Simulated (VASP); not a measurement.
# Be in VASP: further runs, part 2 of 2

VASP 6.6.1. The steps go on from the part before.

### Step 4. Single point, PBE (strained)

INCAR

```
PREC = Accurate
ENCUT = 520
EDIFF = 1E-6
ISMEAR = 0
SIGMA = 0.1
LREAL = F
LASPH = T
NELM = 60
ALGO = Normal
ISIF = 2
LWAVE = F
LCHARG = F
GGA = PE
NBANDS = 12
```

KPOINTS

```
regular mesh
0
Gamma
  12 12 18
```

POSCAR

```
Be
1.0
    3.8656629401      0.0000000000      0.0000000000
    0.0000000000      3.8656629401      0.0000000000
    0.0000000000      0.0000000000      2.2167654016
Be
4
Direct
    0.3030696644      0.3030696644      0.0000000000
    0.6969303356      0.6969303356      0.0000000000
    0.1969303356      0.8030696644      0.5000000000
    0.8030696644      0.1969303356      0.5000000000
```

Potentials or basis: VASP PAW PBE potentials, release 64 (Be).

Run with:

```
$ cat potpaw_PBE.64/Be/POTCAR > POTCAR
$ mpirun -np 1 vasp_std > vasp.out
```

OUTCAR:

```text
PREC = Accurate
   ENCUT = 520
   EDIFF = 1E-6
   ISMEAR = 0
   LREAL = F
   LASPH = T
   NELM = 60
   ISIF = 2
   GGA = PE

 ion  position               nearest neighbor table
   1  0.303  0.303  0.000-   2 2.15   3 2.27   4 2.27   3 2.27   4 2.27   3 2.27   3 2.27   4 2.27
                             4 2.27
   2  0.697  0.697  0.000-   1 2.15   3 2.27   4 2.27   3 2.27   4 2.27   4 2.27   4 2.27   3 2.27
                             3 2.27
   3  0.197  0.803  0.500-   4 2.15   2 2.27   1 2.27   1 2.27   2 2.27   1 2.27   1 2.27   2 2.27
                             2 2.27
   4  0.803  0.197  0.500-   3 2.15   2 2.27   1 2.27   1 2.27   2 2.27   2 2.27   2 2.27   1 2.27
                             1 2.27

  LATTYP: Found a simple tetragonal cell.
 ALAT       =     3.8656629401
 C/A-ratio  =     0.5734502557

  Lattice vectors:

 A1 = (   3.8656629401,   0.0000000000,   0.0000000000)
 A2 = (   0.0000000000,   3.8656629401,   0.0000000000)
 A3 = (   0.0000000000,   0.0000000000,   2.2167654016)

Analysis of symmetry for initial positions (statically):
[... 194 lines left out ...]
      6      10.8336      0.00000
      7      10.8336      0.00000
      8      12.9464      0.00000
      9      16.0195      0.00000
     10      17.4414      0.00000
     11      23.5855      0.00000
     12      23.5856      0.00000
[... 331 lines left out ...]
 k-point    24 :       0.4167    0.3333    0.0000
  band No.  band energies     occupation
      1      -2.3058      2.00000
      2      -1.0647      2.00000
      3       0.1799      2.00000
      4       1.4202      2.00000
      5      11.3326      0.00000
      6      12.0618      0.00000
      7      13.4356      0.00000
      8      16.2881      0.00000
      9      17.5022      0.00000
     10      19.7599      0.00000
     11      19.8695      0.00000
     12      21.1458      0.00000

 [... further k-points ...]

------------------------ aborting loop because EDIFF is reached ----------------------------------------

  FORCE on cell =-STRESS in cart. coord.  units (eV):
  Direction    XX          YY          ZZ          XY          YZ          ZX
  --------------------------------------------------------------------------------------
  -------------------------------------------------------------------------------------
  Total       -1.4952907     -1.4952907      1.1979132      0.0000000      0.0000000      0.0000000
  in kB      -72.3216833    -72.3216833     57.9386296      0.0000000      0.0000000      0.0000000
  external PRESSURE =     -28.9015790 kB  Pullay stress =       0.0000000 kB

 VOLUME and BASIS-vectors are now :
 -----------------------------------------------------------------------------
  energy-cutoff  :      520.00
  volume of cell :       33.13
      direct lattice vectors                 reciprocal lattice vectors
     3.865662940  0.000000000  0.000000000     0.258687841  0.000000000  0.000000000
     0.000000000  3.865662940  0.000000000     0.000000000  0.258687841  0.000000000
     0.000000000  0.000000000  2.216765402     0.000000000  0.000000000  0.451107726

 POSITION                                       TOTAL-FORCE (eV/Angst)
 -----------------------------------------------------------------------------------
      1.17157      1.17157      0.00000        -0.035139     -0.035139     -0.000000
      2.69410      2.69410      0.00000         0.035139      0.035139      0.000000
      0.76127      3.10440      1.10838         0.035139     -0.035139      0.000000
      3.10440      0.76127      1.10838        -0.035139      0.035139      0.000000
 -----------------------------------------------------------------------------------
    total drift:                                0.000000      0.000000      0.000000

  FREE ENERGIE OF THE ION-ELECTRON SYSTEM (eV)
  ---------------------------------------------------
  free  energy   TOTEN  =       -14.8097741302 eV

  energy  without entropy=      -14.8076487953  energy(sigma->0) =      -14.80871146
```

OSZICAR:

```text
N       E                     dE             d eps       ncg     rms          rms(c)
DAV:   1     0.352518462215E+00    0.35252E+00   -0.32659E+03  6720   0.554E+02
DAV:   2    -0.145566902984E+02   -0.14909E+02   -0.14360E+02  8920   0.981E+01
DAV:   3    -0.149423604715E+02   -0.38567E+00   -0.38194E+00  9624   0.108E+01
DAV:   4    -0.149437187277E+02   -0.13583E-02   -0.13569E-02  8156   0.656E-01
DAV:   5    -0.149437227070E+02   -0.39793E-05   -0.39795E-05  8928   0.338E-02    0.174E+00
DAV:   6    -0.148480059453E+02    0.95717E-01   -0.21829E-02  7936   0.115E+00    0.105E+00
DAV:   7    -0.148098414808E+02    0.38164E-01   -0.27365E-02  8016   0.117E+00    0.988E-02
DAV:   8    -0.148097746293E+02    0.66852E-04   -0.75094E-04  8376   0.160E-01    0.130E-02
DAV:   9    -0.148097741302E+02    0.49903E-06   -0.39787E-06  9836   0.126E-02
   1 F= -.14809774E+02 E0= -.14808711E+02  d E =-.212533E-02
```

Wall time 62 s (1 thread of Intel Xeon Platinum 8259CL at 2.50GHz (Skylake/Cascade Lake), shared host); peak memory 0.2 GiB.

Results:

| Quantity | Value |
| --- | --- |
| Free energy | -14.8098 eV |
| Pressure | -2.9 GPa |
| Largest force | 0.050 eV/Å |
| Band gap on the k mesh | zero (bands 4 and 5 overlap by 2.49 eV) |

Forces on the atoms (eV/Å):
```
Be  -0.035 -0.035  0.000
Be   0.035  0.035  0.000
Be   0.035 -0.035  0.000
Be  -0.035  0.035  0.000
```

Stress tensor (GPa, compression positive):
```
-7.23  0.00  0.00
 0.00 -7.23  0.00
 0.00  0.00  5.79
```

Levels at points of the mesh, in eV from the Fermi level:
| k point | band 1 | band 2 | band 3 | band 4 | band 5 | band 6 | band 7 | band 8 |
| --- | --- | --- | --- | --- | --- | --- | --- | --- |
| (0.00, 0.00, 0.00) | -10.82 | -4.96 | -4.22 | -1.49 | -1.49 | 4.46 | 4.46 | 6.57 |
| (0.50, 0.00, 0.00) | -8.95 | -8.95 | -2.81 | -2.81 | 1.15 | 1.15 | 8.16 | 8.16 |
| (0.50, 0.50, 0.00) | -7.11 | -7.11 | -7.01 | -7.01 | 7.56 | 7.56 | 8.69 | 8.69 |
| (0.00, 0.00, 0.50) | -5.15 | -5.15 | 1.00 | 1.00 | 2.18 | 2.18 | 3.19 | 3.19 |
| (0.50, 0.00, 0.50) | -3.97 | -3.97 | -2.78 | -2.78 | 3.98 | 3.98 | 5.25 | 5.25 |
| (0.50, 0.50, 0.50) | -3.32 | -3.32 | -2.85 | -2.85 | 2.14 | 2.14 | 2.21 | 2.21 |

Caveat: the cell differs from its parent crystal (strained); the stress differs along the axes, from -7 to 6 GPa.

### Step 5. Single point, PBE (one atom moved)

INCAR

```
PREC = Accurate ; ENCUT = 520
EDIFF = 1E-7 ; ISMEAR = 0
SIGMA = 0.1 ; LREAL = F
LASPH = T ; NELM = 60
ALGO = Fast ; ISIF = 2
LWAVE = F ; LCHARG = F
GGA = PE ; NBANDS = 12
```

KPOINTS

```
Automatic mesh
0
Gamma
  10 10 16
```

POSCAR

```
Be
1.0
    3.7468140000      0.0000000000      0.0000000000
    0.0000000000      3.7468140000      0.0000000000
    0.0000000000      0.0000000000      2.2812800000
Be
4
Direct
    0.2974080000      0.3214284077      0.0000000000
    0.7025920000      0.7025920000      0.0000000000
    0.2025920000      0.7974080000      0.5000000000
    0.7974080000      0.2025920000      0.5000000000
```

Run with:

```
$ cat potpaw_PBE.64/Be/POTCAR > POTCAR
$ mpirun -np 1 vasp_std > vasp.out
```

It took 2.1 min on 1 thread of Intel Xeon Platinum 8259CL at 2.50GHz (Skylake/Cascade Lake), shared host; peak memory 0.24 GiB.

Results (log left out):

| Property | Result |
| --- | --- |
| Free energy | -14.8351 eV |
| Pressure | 0.6 GPa |
| Largest force | 0.706 eV/Å |
| Band gap on the k mesh | zero (bands 4 and 5 overlap by 2.05 eV) |

Forces on the atoms (eV/Å):
```
Be  -0.152 -0.689  0.000
Be   0.170  0.139  0.000
Be   0.035  0.499  0.000
Be  -0.054  0.052  0.000
```

Stress tensor (GPa, compression positive):
```
-0.24 -0.21  0.00
-0.21  3.13  0.00
 0.00  0.00 -1.08
```

Levels at points of the mesh, in eV from the Fermi level:
```
           k point  band 1  band 2  band 3  band 4  band 5  band 6  band 7  band 8
(0.00, 0.00, 0.00)  -11.07   -4.88   -4.23   -1.16   -0.88    5.00    5.19    7.32
(0.50, 0.00, 0.00)   -9.10   -9.10   -2.65   -2.58    1.64    1.75    9.01    9.16
(0.00, 0.50, 0.00)   -9.20   -9.00   -2.71   -2.41    1.47    1.62    8.85    9.51
(0.50, 0.50, 0.00)   -7.24   -7.19   -7.00   -6.95    8.25    8.60    9.29    9.82
(0.00, 0.00, 0.50)   -5.74   -5.70    0.98    1.16    1.88    1.91    2.76    2.82
(0.50, 0.00, 0.50)   -4.38   -4.36   -3.31   -3.29    3.75    3.83    4.97    5.04
(0.00, 0.50, 0.50)   -4.53   -4.32   -3.36   -3.10    3.58    3.90    5.04    5.35
(0.50, 0.50, 0.50)   -3.73   -3.66   -3.33   -3.26    1.77    1.80    1.90    1.91
```

Caveat: the cell differs from its parent crystal (one atom moved).

### Step 6. The runs side by side

| cell | k mesh | gap on the mesh (eV) | pressure (GPa) | largest force (eV/Å) |
| --- | --- | --- | --- | --- |
| a = 3.720, b = 3.720, c = 2.231 Å, 4 atoms, atomic positions A | 12 × 12 × 18 | none | 4.7 | 0.24 |
| a = 3.704, b = 3.704, c = 2.392 Å, 4 atoms, atomic positions B | 12 × 12 × 18 | none | -1.1 | 0.83 |
| a = 3.866, b = 3.866, c = 2.217 Å, 4 atoms, atomic positions C | 12 × 12 × 18 | none | -2.9 | 0.05 |
| a = 3.747, b = 3.747, c = 2.281 Å, 4 atoms, atomic positions D | 10 × 10 × 16 | none | 0.6 | 0.71 |

Alike in all rows: task single point; level PBE; potentials or basis VASP PAW PBE potentials, release 64 (Be); no spin polarisation; cutoff (eV) 520; smearing gaussian 0.1 eV.

Caveats: the cell stands under pressure (at least some runs); the stress differs along the axes, from -15 to 6 GPa (at least some runs); the stress differs along the axes, from -7 to 6 GPa (at least some runs).

Total energies depend on the potentials used, so only differences within one code and one set of settings carry meaning.
